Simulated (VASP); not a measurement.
# Ni (Fm-3m) in VASP: a series of runs

Ni is run at these levels: revPBE; tasks: relaxation of cell and atoms, single point.

Everything below comes from runs of VASP 6.6.1. Logs are shortened: lines on timing, memory, paths and dates and some standing lists are left out, and cuts for length are marked.

## (1) The cell of the first run

Symmetry: Fm-3m, No. 225, cubic system. Conventional cell: a = 3.524 Å, b = 3.524 Å, c = 3.524 Å, α = 90.00°, β = 90.00°, γ = 90.00°. Within 3.3 Å of Ni (site symmetry m-3m) lie 12 Ni at 2.49 Å.

## (2) Relaxation of cell and atoms, revPBE

File INCAR:

```
ALGO = Normal ; EDIFF = 1E-6
EDIFFG = -0.01 ; ENCUT = 600
GGA = RE ; IBRION = 2
ISIF = 3 ; ISMEAR = -1
LASPH = True ; LCHARG = False
LREAL = False ; LWAVE = False
NELM = 100 ; NSW = 80
PREC = Accurate ; SIGMA = 0.1
```

File KPOINTS:

```
k-points
0
Gamma
  15 15 15
```

File POSCAR:

```
Ni
1.0
    0.0000000000      1.7619400000      1.7619400000
    1.7619400000      0.0000000000      1.7619400000
    1.7619400000      1.7619400000      0.0000000000
Ni
1
Direct
    0.0000000000      0.0000000000      0.0000000000
```

Potentials or basis: VASP PAW PBE potentials, release 64 (Ni).

Started as:

```bash
$ cat potpaw_PBE.64/Ni/POTCAR > POTCAR
$ mpirun -np 1 vasp_std > vasp.out
```

OUTCAR:

```text
EDIFF = 1E-6
   EDIFFG = -0.01
   ENCUT = 600
   GGA = RE
   IBRION = 2
   ISIF = 3
   ISMEAR = -1
   LASPH = True
   LREAL = False
   NELM = 100
   NSW = 80
   PREC = Accurate

 ion  position               nearest neighbor table
   1  0.000  0.000  0.000-

  LATTYP: Found a face centered cubic cell.
 ALAT       =     3.5238800000

  Lattice vectors:

 A1 = (   0.0000000000,   1.7619400000,   1.7619400000)
 A2 = (   1.7619400000,   0.0000000000,   1.7619400000)
 A3 = (   1.7619400000,   1.7619400000,   0.0000000000)

Analysis of symmetry for initial positions (statically):
=====================================================================
 Subroutine PRICEL returns:
 Original cell was already a primitive cell.

 Routine SETGRP: Setting up the symmetry group for a
 face centered cubic supercell.

 Subroutine GETGRP returns: Found 48 space group operations
 (whereof 48 operations were pure point group operations)
 out of a pool of 48 trial point group operations.

The static configuration has the point symmetry O_h .

Analysis of symmetry for dynamics (positions and initial velocities):
=====================================================================
 Subroutine PRICEL returns:
 Original cell was already a primitive cell.

 Routine SETGRP: Setting up the symmetry group for a
 face centered cubic supercell.

 Subroutine GETGRP returns: Found 48 space group operations
 (whereof 48 operations were pure point group operations)
 out of a pool of 48 trial point group operations.

The dynamic configuration has the point symmetry O_h .

 Subroutine INISYM returns: Found 48 space group operations
 (whereof 48 operations are pure point group operations),
 and found     1 'primitive' translations

----------------------------------------------------------------------------------------

                                     Primitive cell

  volume of cell :      10.9396

  direct lattice vectors                    reciprocal lattice vectors
     0.000000000  1.761940000  1.761940000    -0.283778108  0.283778108  0.283778108
     1.761940000  0.000000000  1.761940000     0.283778108 -0.283778108  0.283778108
     1.761940000  1.761940000  0.000000000     0.283778108  0.283778108 -0.283778108

  length of vectors
     2.491759444  2.491759444  2.491759444     0.491518102  0.491518102  0.491518102

  position of ions in fractional coordinates (direct lattice)
     0.000000000  0.000000000  0.000000000

  ion indices of the primitive-cell ions
   primitive index   ion index
                 1           1

----------------------------------------------------------------------------------------

 KPOINTS: k-points

Automatic generation of k-mesh.
 Grid dimensions read from file:
 generate k-points for:   15   15   15

 Generating k-lattice:

  Cartesian coordinates                     Fractional coordinates (reciprocal lattice)
    -0.018918541  0.018918541  0.018918541     0.066666667  0.000000000  0.000000000
     0.018918541 -0.018918541  0.018918541     0.000000000  0.066666667  0.000000000
     0.018918541  0.018918541 -0.018918541     0.000000000  0.000000000  0.066666667

  Length of vectors
     0.032767873  0.032767873  0.032767873

  Shift w.r.t. Gamma in fractional coordinates (k-lattice)
     0.000000000  0.000000000  0.000000000

 Subroutine IBZKPT returns following result:
 ===========================================

 Found    120 irreducible k-points:

 Following reciprocal coordinates:
            Coordinates               Weight
  0.000000  0.000000  0.000000      1.000000
  0.066667  0.000000  0.000000      8.000000
  0.133333  0.000000  0.000000      8.000000
  0.200000  0.000000  0.000000      8.000000
  0.266667  0.000000  0.000000      8.000000
  0.333333  0.000000  0.000000      8.000000
[... 16 lines left out ...]
  0.133333  0.133333  0.000000      6.000000
  0.200000  0.133333  0.000000     24.000000
 [... further k-points ...]
   k-points           NKPTS =    120   k-points in BZ     NKDIM =    120   number of bands    NBANDS=      9
   number of dos      NEDOS =    301   number of ions     NIONS =      1
   total plane-waves  NPLWV =   8000
   dimension x,y,z NGX =    20 NGY =   20 NGZ =   20
   dimension x,y,z NGXF=    40 NGYF=   40 NGZF=   40
   ions per type =               1
   NGX,Y,Z   is equivalent  to a cutoff of  13.34, 13.34, 13.34 a.u.
   NGXF,Y,Z  is equivalent  to a cutoff of  26.69, 26.69, 26.69 a.u.
 SYSTEM =  unknown system
   PREC   = accura    normal or accurate (medium, high low for compatibility)
   ISTART =      0    job   : 0-new  1-cont  2-samecut
   ICHARG =      2    charge: 1-file 2-atom 10-const
   ISPIN  =      1    spin polarized calculation?
   LNONCOLLINEAR =      F non collinear calculations
   LSORBIT =      F    spin-orbit coupling
   LASPH  =      T    aspherical Exc in radial PAW
   ENCUT  =  600.0 eV  44.10 Ry    6.64 a.u.   4.98  4.98  4.98*2*pi/ulx,y,z
   NELM   =    100;   NELMIN=  2; NELMDL= -5     # of ELM steps
   EDIFF  = 0.1E-05   stopping-criterion for ELM
   LREAL  =      F    real-space projection
   EDIFFG = -.1E-01   stopping-criterion for IOM
   NSW    =     80    number of steps for IOM
   IBRION =      2    ionic relax: 0-MD 1-quasi-New 2-CG
   NFREE  =      1    steps in history (QN), initial steepest desc. (CG)
   ISIF   =      3    stress and relaxation
   ISYM   =      2    0-nonsym 1-usesym 2-fastsym
   POTIM  = 0.5000    time-step for ionic-motion
   TEBEG  =    0.0;   TEEND  =   0.0 temperature during run
   PSTRESS=    0.0 pullay stress
   NELECT =      10.0000    total number of electrons
   NUPDOWN=      -1.0000    fix difference up-down
   EMIN   =  10.00;   EMAX   =-10.00  energy-range for DOS
   EFERMI =   0.00;   METHOD = LEGACY
   ISMEAR =    -1;   SIGMA  =   0.10  broadening in eV -4-tet -1-fermi 0-gaus
   EFERMI_NEDOS =   21; number of points for ismear=-14 and -15
   IALGO  =     38    algorithm
   IMIX   =      4    mixing-type and parameters
     AMIX     =   0.40;   BMIX     =  1.00
     AMIX_MAG =   1.60;   BMIX_MAG =  1.00
  volume/ion in A,a.u.               =      10.94        73.82
  Fermi-wavevector in a.u.,A,eV,Ry     =   1.588816  3.002428 34.345698  2.524338
  Thomas-Fermi vector in A             =   2.687762
   LORBIT       =      0    0 simple, 1 ext, 2 COOP (PROOUT), +10 PAW based schemes
   GGA     = RE    functional components
   LHFCALC =     F    Hartree Fock is set to
   AEXX    =    0.0000 exact exchange contribution
   IVDW    =     0    specifies the selected vdW correction
   LEPSILON=     F    determine dielectric tensor
   LRPA    =     F    only Hartree local field effects (RPA)
 conjugate gradient relaxation of ions
 non-spin polarized calculation
  energy-cutoff  :      600.00
  volume of cell :       10.94
 maximum number of plane-waves:       375
   NGX =  9   NGY =  9   NGZ =  9

--------------------------------------- Ionic step        1  -------------------------------------------

 number of electron      10.0000010 magnetization

 Free energy of the ion-electron system (eV)
  ---------------------------------------------------
  ext. energy  EPLUGINS =         0.00000000
  ---------------------------------------------------
  free energy    TOTEN  =        -5.05267041 eV

  energy without entropy =       -4.96635768  energy(sigma->0) =       -5.00951405

------------------------ aborting loop because EDIFF is reached ----------------------------------------

  FORCE on cell =-STRESS in cart. coord.  units (eV):
  Direction    XX          YY          ZZ          XY          YZ          ZX
  --------------------------------------------------------------------------------------
  -------------------------------------------------------------------------------------
  Total        0.1695267      0.1695267      0.1695267      0.0000000      0.0000000      0.0000000
  in kB       24.8282119     24.8282119     24.8282119      0.0000000      0.0000000      0.0000000
  external PRESSURE =      24.8282119 kB  Pullay stress =       0.0000000 kB
[... 55 lines left out ...]
  energy  without entropy=       -4.9647647045  energy(sigma->0) =       -5.00884351

--------------------------------------- Ionic step        3  -------------------------------------------

 number of electron      10.0000009 magnetization

 Free energy of the ion-electron system (eV)
  ---------------------------------------------------
  ext. energy  EPLUGINS =         0.00000000
  ---------------------------------------------------
  free energy    TOTEN  =        -5.05374891 eV

  energy without entropy =       -4.96646263  energy(sigma->0) =       -5.01010577

 E-fermi :   9.0628     XC(G=0): -13.0550

 val. band max:        9.0586012464   @ k =   0.4667   0.2000   0.0000
 cond. band min:       9.0648907773   @ k =  -0.3333   0.4000   0.2000
 fundamental gap:      0.0062895309
 Fermi energy:         9.0627665433

 k-point     1 :       0.0000    0.0000    0.0000
  band No.  band energies     occupation
      1       0.3293      2.00000
      2       7.2422      2.00000
      3       7.2422      2.00000
      4       7.2422      2.00000
      5       8.3013      1.99901
      6       8.3013      1.99901
      7      32.6693      0.00000
      8      36.5156      0.00000
      9      36.5156      0.00000
[... 265 lines left out ...]
 k-point    24 :       0.2000    0.1333    0.0000
  band No.  band energies     occupation
      1       1.8140      2.00000
      2       6.7687      2.00000
      3       7.5793      2.00000
      4       7.6158      2.00000
      5       7.9660      1.99997
      6       8.4766      1.99432
      7      28.7264      0.00000
      8      31.2737      0.00000
      9      31.6860      0.00000

 [... further k-points ...]

------------------------ aborting loop because EDIFF is reached ----------------------------------------

  FORCE on cell =-STRESS in cart. coord.  units (eV):
  Direction    XX          YY          ZZ          XY          YZ          ZX
  --------------------------------------------------------------------------------------
  -------------------------------------------------------------------------------------
  Total        0.0015462      0.0015462      0.0015462     -0.0000000     -0.0000000     -0.0000000
  in kB        0.2235433      0.2235433      0.2235433     -0.0000000     -0.0000000     -0.0000000
  external PRESSURE =       0.2235433 kB  Pullay stress =       0.0000000 kB
[... 16 lines left out ...]
  FREE ENERGIE OF THE ION-ELECTRON SYSTEM (eV)
  ---------------------------------------------------
  free  energy   TOTEN  =        -5.0537489117 eV

  energy  without entropy=       -4.9664626259  energy(sigma->0) =       -5.01010577

 reached required accuracy - stopping structural energy minimisation
```

Wall time 19 s (1 thread of Intel Xeon Platinum 8375C at 2.90GHz (Ice Lake), shared host); peak memory 0.14 GiB.

What came out:

| Quantity | Value |
| --- | --- |
| Free energy | -5.0537 eV |
| Relaxed volume | 11.08 Å³/atom |
| Relaxed cell | a = 2.503 Å, b = 2.503 Å, c = 2.503 Å, α = 60.00°, β = 60.00°, γ = 60.00° |
| Space group after relaxing (to 0.05 Å) | Fm-3m (No. 225) |
| Energy gained by relaxing | 1.1 meV/atom |
| Ionic steps | 3 |
| Pressure after relaxing | 0.0 GPa |
| Band gap on the k mesh | zero (band 5 reaches 9.18 eV, above the bottom of band 6 at 8.26 eV) |

Step by step:
| step | energy change (eV) | largest force (eV/Å) | pressure (GPa) | volume (Å³) |
| --- | --- | --- | --- | --- |
| 1 | 0.0000 | 0.0000 | 2.48 | 10.94 |
| 2 | -0.0003 | 0.0000 | -2.05 | 11.21 |
| 3 | -0.0011 | 0.0000 | 0.02 | 11.08 |

Final structure:
```cif
data_structure
_symmetry_space_group_name_H-M 'P 1'
_symmetry_Int_Tables_number 1
_cell_length_a 2.5025
_cell_length_b 2.5025
_cell_length_c 2.5025
_cell_angle_alpha 60.000
_cell_angle_beta 60.000
_cell_angle_gamma 60.000
_cell_volume 11.08
loop_
_atom_site_label
_atom_site_type_symbol
_atom_site_fract_x
_atom_site_fract_y
_atom_site_fract_z
_atom_site_occupancy
Ni1 Ni 0.00000 0.00000 0.00000 1
```

Levels at points of the mesh, in eV from the Fermi level:
| k point | band 2 | band 3 | band 4 | band 5 | band 6 | band 7 | band 8 | band 9 |
| --- | --- | --- | --- | --- | --- | --- | --- | --- |
| (0.00, 0.00, 0.00) | -1.82 | -1.82 | -1.82 | -0.76 | -0.76 | 23.61 | 27.45 | 27.45 |

Caveat: the PAW data sets were made with another functional, which shifts forces and pressure a little; the run has no spin polarisation, though such a crystal can be magnetic.

(Continued in part 2 of 2.)
